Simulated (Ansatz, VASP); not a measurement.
# TaF: VASP beside Ansatz

Contents of INCAR:

```
PREC = Accurate
ENCUT = 600
EDIFF = 1E-6
ISMEAR = 0
SIGMA = 0.1
LREAL = F
LASPH = T
NELM = 80
ALGO = Normal
ISIF = 3
LWAVE = F
LCHARG = F
GGA = PE
IBRION = 2
NSW = 100
EDIFFG = -0.01
```

File KPOINTS:

```
Automatic mesh
0
Gamma
  24 24 14
```

File POSCAR:

```
TaF
1.0
    2.7712214419      0.0000000000      0.0000000000
   -1.3856107209      2.3999481682      0.0000000000
    0.0000000000      0.0000000000      4.1491510433
Ta F
1 1
Direct
    0.0000000000      0.0000000000      0.0000000000
    0.6666666667      0.3333333333      0.5000000000
```

Input for Ansatz:

```yaml
crystal:
  lattice:
    - [2.7712214419, 0.0, 0.0]
    - [-1.3856107209, 2.3999481682, 0.0]
    - [0.0, 0.0, 4.1491510433]
  atoms:
    - { symbol: Ta, position: [0.0, 0.0, 0.0] }
    - { symbol: F, position: [0.6666666667, 0.3333333333, 0.5] }
basis:
  ecutwfc: 420
kpoints:
  mp_grid: { grid: [24, 24, 14] }
hamiltonian:
  xc: pbe
scf:
  occupations: { method: gaussian, width: 0.1 }
output:
  forces: true
  stress: true
  eigenvalues: true
  write_density: true
  write_potential: true
  elf: true
  volumetric_format: npy
relax:
  adjacent_minimum: "off"
  f_tol: 0.01
  max_steps: 80
  cell: { stress_tol: 0.05 }
```

Alike in both runs: task relaxation of cell and atoms; functional PBE; k mesh 24 × 24 × 14; occupations gaussian, width 0.1 eV; no spin polarisation.

```csv
,VASP,Ansatz
version,VASP 6.6.1,Ansatz 0.2.0
potentials or method,"VASP PAW PBE potentials, release 64 (Ta_pv, F), cutoff 600 eV","scalar-relativistic, plane waves, PAW"
valence electrons in the cell,18,20
```

Ansatz gave:

| Quantity | Value |
| --- | --- |
| gap on the k mesh at the Fermi level, each at its own relaxed structure (eV) | none |
| relaxed volume (Å³/atom) | 14.00 |
| relaxed cell length with the largest relative difference (Å) | 4.144 |

**Question.** Which values does VASP return?

**Answer.** gap on the k mesh at the Fermi level, each at its own relaxed structure (eV): none; relaxed volume (Å³/atom): 13.98; relaxed cell length with the largest relative difference (Å): 4.141.

A gap of «none» marks a metal or a gap that the smearing closes. VASP's potentials hold 18 valence electrons a cell and Ansatz's 20, so a difference there can come from the potentials and not from the codes.

Neither program's run includes spin-orbit coupling.
